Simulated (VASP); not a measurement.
# Al (R-3m) in VASP: single point with PBEsol+D3(BJ)

Aim: the single point of Al with PBEsol+D3(BJ).

Everything below comes from runs of VASP 6.6.1. Logs are shortened: lines on timing, memory, paths and dates and some standing lists are left out, and cuts for length are marked.

## Step 1: The cell of the first run

It takes space group R-3m (No. 166, trigonal). The conventional cell has a = 4.434 Å, b = 4.434 Å, c = 14.119 Å, α = 90.00°, β = 90.00°, γ = 120.00°. Within 3.6 Å of Al (site symmetry 3m) lie 3 Al at 2.69 Å.

## Step 2: Single point, PBEsol+D3(BJ)

INCAR

```
PREC = Accurate ; ENCUT = 520
EDIFF = 1E-7 ; ISMEAR = 1
SIGMA = 0.01 ; LREAL = False
LASPH = True ; NELM = 60
ALGO = Normal ; ISIF = 2
LWAVE = False ; LCHARG = True
GGA = PS ; IVDW = 12
LELF = True ; LVHAR = True
NBANDS = 10
```

KPOINTS

```
regular mesh
0
Gamma
  6 6 6
```

POSCAR

```
Al
1.0
    2.2169470600      1.2799549800      4.7063649800
   -2.2169470600      1.2799549800      4.7063649800
    0.0000000000     -2.5599099700      4.7063649800
Al
2
Direct
    0.1963518300      0.1963518300      0.1963518300
    0.8036481700      0.8036481700      0.8036481700
```

Potentials or basis: VASP PAW PBE potentials, release 64 (Al).

Run with:

```
> cat potpaw_PBE.64/Al/POTCAR > POTCAR
> mpirun -np 1 vasp_std > vasp.out
```

OUTCAR:

```text
PREC = Accurate
   ENCUT = 520
   EDIFF = 1E-7
   ISMEAR = 1
   LREAL = False
   LASPH = True
   NELM = 60
   ISIF = 2
   GGA = PS
   IVDW = 12
 IVDW          = 12

 ion  position               nearest neighbor table
   1  0.196  0.196  0.196-   2 2.69   2 2.69   2 2.69
   2  0.804  0.804  0.804-   1 2.69   1 2.69   1 2.69

  LATTYP: Found a trigonal (rhomboedric) cell.
 ALAT       =     5.3575190473
 COS(alpha) =     0.6575373654

  Lattice vectors:

 A1 = (   2.2169470600,   1.2799549800,   4.7063649800)
 A2 = (  -2.2169470600,   1.2799549800,   4.7063649800)
 A3 = (   0.0000000000,  -2.5599099700,   4.7063649800)

Analysis of symmetry for initial positions (statically):
=====================================================================
 Subroutine PRICEL returns:
 Original cell was already a primitive cell.

 Routine SETGRP: Setting up the symmetry group for a
 trigonal (rhombohedral) supercell.

 Subroutine GETGRP returns: Found 12 space group operations
 (whereof 12 operations were pure point group operations)
 out of a pool of 12 trial point group operations.

The static configuration has the point symmetry D_3d.

Analysis of symmetry for dynamics (positions and initial velocities):
=====================================================================
 Subroutine PRICEL returns:
 Original cell was already a primitive cell.

 Routine SETGRP: Setting up the symmetry group for a
 trigonal (rhombohedral) supercell.

 Subroutine GETGRP returns: Found 12 space group operations
 (whereof 12 operations were pure point group operations)
 out of a pool of 12 trial point group operations.

The dynamic configuration has the point symmetry D_3d.

 Subroutine INISYM returns: Found 12 space group operations
 (whereof 12 operations are pure point group operations),
 and found     1 'primitive' translations

----------------------------------------------------------------------------------------

                                     Primitive cell

  volume of cell :      80.1285

  direct lattice vectors                    reciprocal lattice vectors
     2.216947060  1.279954980  4.706364980     0.225535381  0.130212913  0.070826070
    -2.216947060  1.279954980  4.706364980    -0.225535381  0.130212913  0.070826070
     0.000000000 -2.559909970  4.706364980     0.000000000 -0.260425826  0.070826069

  length of vectors
     5.357519047  5.357519047  5.357519051     0.269885055  0.269885055  0.269885055

  position of ions in fractional coordinates (direct lattice)
[... 85 lines left out ...]
   ISIF   =      2    stress and relaxation
   ISYM   =      2    0-nonsym 1-usesym 2-fastsym
   POTIM  = 0.5000    time-step for ionic-motion
   TEBEG  =    0.0;   TEEND  =   0.0 temperature during run
   PSTRESS=    0.0 pullay stress
   NELECT =       6.0000    total number of electrons
   NUPDOWN=      -1.0000    fix difference up-down
   EMIN   =  10.00;   EMAX   =-10.00  energy-range for DOS
   EFERMI =   0.00;   METHOD = LEGACY
   ISMEAR =     1;   SIGMA  =   0.01  broadening in eV -4-tet -1-fermi 0-gaus
   EFERMI_NEDOS =   21; number of points for ismear=-14 and -15
   IALGO  =     38    algorithm
   IMIX   =      4    mixing-type and parameters
     AMIX     =   0.40;   BMIX     =  1.00
     AMIX_MAG =   1.60;   BMIX_MAG =  1.00
  volume/ion in A,a.u.               =      40.06       270.37
  Fermi-wavevector in a.u.,A,eV,Ry     =   0.690022  1.303953  6.478147  0.476130
  Thomas-Fermi vector in A             =   1.771272
   LORBIT       =      0    0 simple, 1 ext, 2 COOP (PROOUT), +10 PAW based schemes
   GGA     = PS    functional components
   LHFCALC =     F    Hartree Fock is set to
   AEXX    =    0.0000 exact exchange contribution
   IVDW    =    12    specifies the selected vdW correction
   LEPSILON=     F    determine dielectric tensor
   LRPA    =     F    only Hartree local field effects (RPA)
 non-spin polarized calculation
 Methfessel and Paxton  Order N= 1 SIGMA  =   0.01
  energy-cutoff  :      520.00
  volume of cell :       80.13
 maximum number of plane-waves:      2170
   NGX = 19   NGY = 19   NGZ = 19

 number of electron       6.0000000 magnetization

 Free energy of the ion-electron system (eV)
  ---------------------------------------------------
  ext. energy  EPLUGINS =         0.00000000
  ---------------------------------------------------
  free energy    TOTEN  =        -5.52619985 eV

  energy without entropy =       -5.52613242  energy(sigma->0) =       -5.52617737

 E-fermi :   0.8106     XC(G=0):  -7.0204

 val. band max:        0.8086101930   @ k =  -0.3333  -0.3333   0.1667
 cond. band min:       0.8178545250   @ k =   0.5000   0.5000   0.0000
 fundamental gap:      0.0092443320
 Fermi energy:         0.8106383260

 k-point     1 :       0.0000    0.0000    0.0000
  band No.  band energies     occupation
      1      -6.0285      2.00000
      2       0.8749     -0.00000
      3       2.1574      0.00000
      4       2.1574      0.00000
      5       2.7874      0.00000
      6       4.2059      0.00000
      7       5.1443      0.00000
      8       5.1443      0.00000
      9       8.3253      0.00000
     10       8.3954      0.00000
[... 287 lines left out ...]
 k-point    24 :      -0.3333    0.5000    0.1667
  band No.  band energies     occupation
      1      -4.0692      2.00000
      2      -2.4638      2.00000
      3      -0.1684      2.00000
      4       0.5162      2.00000
      5       2.7646      0.00000
      6       4.8793      0.00000
      7       6.1886      0.00000
      8       7.6612      0.00000
      9       8.4885      0.00000
     10       9.3411      0.00000

 [... further k-points ...]

------------------------ aborting loop because EDIFF is reached ----------------------------------------

 Edisp (eV)   -0.27480

 E8    (eV) :    -0.1851

  FORCE on cell =-STRESS in cart. coord.  units (eV):
  Direction    XX          YY          ZZ          XY          YZ          ZX
  --------------------------------------------------------------------------------------
  -------------------------------------------------------------------------------------
  Total      -1.34089    -1.34089    -2.50491     0.00000     0.00000     0.00000
  in kB     -26.81132   -26.81132   -50.08587     0.00000     0.00000     0.00000
  external pressure =      -34.57 kB  Pullay stress =        0.00 kB

 VOLUME and BASIS-vectors are now :
 -----------------------------------------------------------------------------
  energy-cutoff  :      520.00
  volume of cell :       80.13
      direct lattice vectors                 reciprocal lattice vectors
     2.216947060  1.279954980  4.706364980     0.225535381  0.130212913  0.070826070
    -2.216947060  1.279954980  4.706364980    -0.225535381  0.130212913  0.070826070
     0.000000000 -2.559909970  4.706364980     0.000000000 -0.260425826  0.070826069

 POSITION                                       TOTAL-FORCE (eV/Angst)
 -----------------------------------------------------------------------------------
      0.00000     -0.00000      2.77231         0.000000      0.000000     -0.131445
      0.00000     -0.00000     11.34678         0.000000     -0.000000      0.131445
 -----------------------------------------------------------------------------------
    total drift:                                0.000000     -0.000000     -0.000000

  FREE ENERGIE OF THE ION-ELECTRON SYSTEM (eV)
  ---------------------------------------------------
  free  energy   TOTEN  =        -5.8010047112 eV

  energy  without entropy=       -5.8009372867  energy(sigma->0) =       -5.80098224
```

OSZICAR:

```text
N       E                     dE             d eps       ncg     rms          rms(c)
DAV:   1     0.311624639927E+01    0.31162E+01   -0.19572E+03   640   0.423E+02
DAV:   2    -0.542592173371E+01   -0.85422E+01   -0.82303E+01   874   0.483E+01
DAV:   3    -0.569417368953E+01   -0.26825E+00   -0.26752E+00   834   0.798E+00
DAV:   4    -0.569750826928E+01   -0.33346E-02   -0.33344E-02   798   0.983E-01
DAV:   5    -0.569760154187E+01   -0.93273E-04   -0.93272E-04   782   0.165E-01    0.202E+00
DAV:   6    -0.556118735917E+01    0.13641E+00   -0.15946E-01   706   0.103E+00    0.103E+00
DAV:   7    -0.552651051709E+01    0.34677E-01   -0.17242E-01   758   0.976E-01    0.176E-01
DAV:   8    -0.552660923703E+01   -0.98720E-04   -0.12411E-02   702   0.422E-01    0.114E-01
DAV:   9    -0.552645019096E+01    0.15905E-03   -0.53291E-03   708   0.170E-01    0.704E-02
DAV:  10    -0.552622471601E+01    0.22547E-03   -0.61051E-04   702   0.805E-02    0.233E-02
DAV:  11    -0.552619956106E+01    0.25155E-04   -0.10178E-04   778   0.337E-02    0.450E-03
DAV:  12    -0.552620072016E+01   -0.11591E-05   -0.55830E-06   718   0.113E-02    0.370E-03
DAV:  13    -0.552619982753E+01    0.89263E-06   -0.33158E-06   712   0.492E-03    0.798E-04
DAV:  14    -0.552619984612E+01   -0.18590E-07   -0.20063E-07   568   0.204E-03
   1 F= -.58010047E+01 E0= -.58009822E+01  d E =-.674246E-04
```

stdout:

```text
POSCAR found type information on POSCAR Al
 POSCAR found :  1 types and       2 ions
 scaLAPACK will be used
 -----------------------------------------------------------------------------
|                                                                             |
|                                                                             |
|     You enforced a specific xc type in the INCAR file but a different       |
|     I HOPE YOU KNOW WHAT YOU ARE DOING!                                     |
|                                                                             |
 -----------------------------------------------------------------------------

 LDA part: xc-table for (Slater+PW92), standard interpolation
 POSCAR, INCAR and KPOINTS ok, starting setup
 FFT: planning ... GRIDC
 FFT: planning ... GRID_SOFT
 FFT: planning ... GRID
 WAVECAR not read
 entering main loop
```

Run time: 17 s. Hardware: 1 thread of Intel Xeon 6975P-C (Granite Rapids), shared host; peak memory 0.23 GiB.

Results:

```yaml
Free_energy: -5.8010 eV
Pressure: -3.5 GPa
Largest_force: 0.131 eV/Å
Band_gap_on_the_k_mesh: zero (band 3 reaches 2.16 eV, above the bottom of band 4 at 0.52 eV)
Dispersion_energy_per_atom: -0.137 eV
```

Forces on the atoms (eV/Å):
```
Al   0.000  0.000 -0.131
Al   0.000  0.000  0.131
```

Caveat: the PAW data sets were made with another functional, which shifts forces and pressure a little; pairwise dispersion overbinds metals, which lowers pressure and volume.
